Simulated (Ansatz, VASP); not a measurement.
## Si2Ni in VASP and in Ansatz

Contents of INCAR:

```
  ALGO = Normal
  EDIFF = 1E-6
  ENCUT = 520
  GGA = PS
  ISIF = 2
  ISMEAR = 0
  LASPH = True
  LCHARG = True
  LELF = True
  LREAL = False
  LVHAR = True
  LWAVE = False
  NBANDS = 16
  NELM = 60
  PREC = Accurate
  SIGMA = 0.1
```

KPOINTS

```
k-points
0
Gamma
  14 14 14
```

POSCAR

```
Si2Ni
1.0
    0.0000000000      2.5832182968      2.5832182968
    2.5832182968      0.0000000000      2.5832182968
    2.5832182968      2.5832182968      0.0000000000
Si Ni
2 1
Direct
    0.2500000000      0.2500000000      0.2500000000
    0.7500000000      0.7500000000      0.7500000000
    0.0000000000      0.0000000000      0.0000000000
```

Input for Ansatz:

```yaml
crystal:
  lattice:
    - [0.0, 2.5832182968, 2.5832182968]
    - [2.5832182968, 0.0, 2.5832182968]
    - [2.5832182968, 2.5832182968, 0.0]
  atoms:
    - { symbol: Si, position: [0.25, 0.25, 0.25] }
    - { symbol: Si, position: [0.75, 0.75, 0.75] }
    - { symbol: Ni, position: [0.0, 0.0, 0.0] }
basis:
  ecutwfc: 420
kpoints:
  mp_grid: { grid: [14, 14, 14] }
hamiltonian:
  xc: pbesol
scf:
  occupations: { method: gaussian, width: 0.1 }
output:
  forces: true
  stress: true
  eigenvalues: true
```

Alike in both runs: task single point; functional PBEsol; k mesh 14 × 14 × 14; occupations gaussian, width 0.1 eV; no spin polarisation.

```csv
,VASP,Ansatz
version,VASP 6.6.1,Ansatz 0.2.0
potentials or method,"VASP PAW PBE potentials, release 64 (Si, Ni), cutoff 520 eV","scalar-relativistic, plane waves, PAW"
valence electrons in the cell,18,26
```

```tsv
	VASP	Ansatz	Ansatz less VASP
gap on the k mesh at the Fermi level (eV)	none	none	-
pressure (GPa)	27.1	27.2	+0.04
```

VASP's potentials were made for PBE, not for PBEsol. A gap of «none» marks a metal or a gap that the smearing closes. VASP's potentials hold 18 valence electrons a cell and Ansatz's 26, so a difference there can come from the potentials and not from the codes.
